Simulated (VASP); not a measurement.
Input of a VASP 6.6.1 run:

File INCAR:

```
SYSTEM = Y2Be2N
PREC     = Accurate       ! precision mode
ENCUT    = 520            ! plane-wave cutoff, eV
EDIFF    = 1E-6           ! SCF threshold, eV
ISMEAR   = 0              ! smearing method
SIGMA    = 0.1            ! smearing width, eV
LREAL    = .FALSE.        ! projectors in reciprocal space
LASPH    = .TRUE.         ! aspherical terms in the spheres
NELM     = 80             ! most SCF steps
ALGO     = Normal         ! electronic algorithm
ISIF     = 2              ! what is computed and relaxed
LWAVE    = .FALSE.        ! write WAVECAR
LCHARG   = .FALSE.        ! write CHGCAR
GGA      = PE             ! functional
NBANDS   = 24             ! bands
```

Contents of KPOINTS:

```
Automatic mesh
0
G
  12 12 6
  0 0 0
```

Contents of POSCAR:

```
Y2Be2N
1.0
    3.5424739134      0.0000000000      0.0000000000
   -1.7712369567      3.0678724012      0.0000000000
    0.0000000000      0.0000000000      7.8703870723
Y Be N
2 2 1
Direct
    0.3333333333      0.6666666667      0.3321144905
    0.6666666667      0.3333333333      0.6678855095
    0.3333333333      0.6666666667      0.9514780223
    0.6666666667      0.3333333333      0.0485219777
    0.0000000000      0.0000000000      0.5000000000
```

Potentials or basis: VASP PAW PBE potentials, release 64 (Y_sv, Be, N).

Launch:

```sh
$ cat potpaw_PBE.64/Y_sv/POTCAR potpaw_PBE.64/Be/POTCAR potpaw_PBE.64/N/POTCAR > POTCAR
$ mpirun -np 1 vasp_std > vasp.out
```

(1) Predict the band gap on the k mesh.

(2) Predict the pressure.

Answers

(1) zero (an odd number of electrons rules out a gap without spin polarisation).

(2) -0.1 GPa.
